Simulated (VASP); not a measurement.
A run of VASP 6.6.1 is set up as follows.

INCAR

```
PREC = Accurate
ENCUT = 600
EDIFF = 1E-7
ISMEAR = 0
SIGMA = 0.02
LREAL = F
LASPH = T
NELM = 200
ALGO = Normal
ISIF = 4
LWAVE = F
LCHARG = F
ISPIN = 2
MAGMOM = 0.95 0.95 0 0 0 0
LORBIT = 11
LMAXMIX = 4
LDAU = T
LDAUTYPE = 2
LDAUL = 2 -1
LDAUU = 3.25 0
LDAUJ = 0 0
LDAUPRINT = 1
GGA = PE
IBRION = 2
NSW = 50
EDIFFG = -0.01
GGA_COMPAT = F
NELMIN = 4
KPAR = 4
```

Contents of KPOINTS:

```
Automatic mesh
0
Gamma
  6 10 6
```

The input POSCAR:

```
VO2
1.0
    4.5726133119      0.0000000000      0.0722917326
    0.0000000000      3.0804226928      0.0000000000
   -0.0723084669      0.0000000000      4.5726130473
V O
2 4
Direct
    0.0000000000      0.0000000000      0.0000000000
    0.5000000000      0.5000000000      0.5000000000
    0.7989819269      0.5000000000      0.2010180731
    0.2010180731      0.5000000000      0.7989819269
    0.7010187914      0.0000000000      0.7010187914
    0.2989812086      0.0000000000      0.2989812086
```

Potentials or basis: VASP PAW PBE potentials, release 64 (V_sv, O).

Launch:

```console
$ cat potpaw_PBE.64/V_sv/POTCAR potpaw_PBE.64/O/POTCAR > POTCAR
$ mpirun -np 4 vasp_std > vasp.out
```

Estimate the net moment.

2.00 μB per cell.

Predict the band gap on the k mesh.

0.84 eV (least direct gap 1.06 eV).

Final structure:
```cif
data_structure
_symmetry_space_group_name_H-M 'P 1'
_symmetry_Int_Tables_number 1
_cell_length_a 4.5811
_cell_length_b 3.0697
_cell_length_c 4.5811
_cell_angle_alpha 90.000
_cell_angle_beta 90.000
_cell_angle_gamma 90.000
_cell_volume 64.42
loop_
_atom_site_label
_atom_site_type_symbol
_atom_site_fract_x
_atom_site_fract_y
_atom_site_fract_z
_atom_site_occupancy
V1 V 0.00000 0.00000 0.00000 1
V2 V 0.50000 0.50000 0.50000 1
O1 O 0.79983 0.50000 0.20017 1
O2 O 0.20017 0.50000 0.79983 1
O3 O 0.70017 0.00000 0.70017 1
O4 O 0.29983 0.00000 0.29983 1
```

A k mesh can miss the band edges. The state reached can hang on the start; a lower one may exist.
